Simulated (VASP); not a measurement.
Input of a VASP 6.6.1 run:

File INCAR:

```
SYSTEM = AgBr
ALGO     = Normal         ! electronic algorithm
EDIFF    = 1E-6           ! SCF threshold, eV
ENCUT    = 500            ! plane-wave cutoff, eV
GGA_COMPAT= .FALSE.      
ISIF     = 2              ! what is computed and relaxed
ISMEAR   = 0              ! smearing method
LASPH    = .TRUE.         ! aspherical terms in the spheres
LCHARG   = .FALSE.        ! write CHGCAR
LREAL    = .FALSE.        ! projectors in reciprocal space
LWAVE    = .FALSE.        ! write WAVECAR
NBANDS   = 16             ! bands
NELM     = 120            ! most SCF steps
PREC     = Accurate       ! precision mode
SIGMA    = 0.01           ! smearing width, eV
```

The input KPOINTS:

```
k-points
0
G
  12 12 12
  0 0 0
```

The input POSCAR:

```
AgBr
1.0
    0.0000000000      2.8435379225      2.8435379225
    2.8435379225      0.0000000000      2.8435379225
    2.8435379225      2.8435379225      0.0000000000
Ag Br
1 1
Direct
    0.5000000000      0.5000000000      0.5000000000
    0.0000000000      0.0000000000      0.0000000000
```

Potentials or basis: VASP PAW LDA potentials, release 64 (Ag, Br).

Command:

```console
$ cat potpaw_LDA.64/Ag/POTCAR potpaw_LDA.64/Br/POTCAR > POTCAR
$ mpirun -np 1 vasp_std > vasp.out
```

What does it give for the band gap on the k mesh?

0.41 eV (least direct gap 2.44 eV).

Predict the pressure.

-2.9 GPa.

A k mesh can miss the band edges.
